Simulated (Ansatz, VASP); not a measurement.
# PtS2: VASP beside Ansatz

```
CELL_PARAMETERS angstrom
3.54320 0.00000 0.00000
-1.77160 3.06850 0.00000
0.00000 0.00000 5.03880
ATOMIC_POSITIONS crystal
Pt 0.00000 0.00000 0.00000
S 0.28882 0.63408 0.25000
S 0.66667 0.33333 0.75000
```

Alike in both runs: task single point; functional PBEsol; k mesh 12 × 12 × 8; occupations gaussian, width 0.05 eV; no spin polarisation.

|  | VASP | Ansatz |
| --- | --- | --- |
| version | VASP 6.6.1 | Ansatz 0.2.0 |
| potentials or method | VASP PAW PBE potentials, release 64 (Pt, S), cutoff 520 eV | scalar-relativistic, plane waves, PAW |
| valence electrons in the cell | 22 | 30 |

Ansatz gave:

```
gap on the k mesh at the Fermi level (eV)                     : 0.37
least direct gap on the mesh (eV)                             : 0.55
pressure (GPa)                                                : -2.1
traceless stress, the component that is largest in VASP (GPa) : 3.02
rms of the force components (eV/Å)                            : 0.550
```

**Question.** What did VASP give for the same quantities?

**Answer.** gap on the k mesh at the Fermi level (eV): 0.37; least direct gap on the mesh (eV): 0.56; pressure (GPa): -2.4; traceless stress, the component that is largest in VASP (GPa): 3.01; rms of the force components (eV/Å): 0.555.

VASP's potentials were made for PBE, not for PBEsol. Atom by atom the forces differ by 0.012 eV/Å (rms over components). With one functional, cell and mesh, what is left measures potentials, basis and numerics. VASP's potentials hold 22 valence electrons a cell and Ansatz's 30, so a difference there can come from the potentials and not from the codes.

Spin-orbit coupling is off throughout.
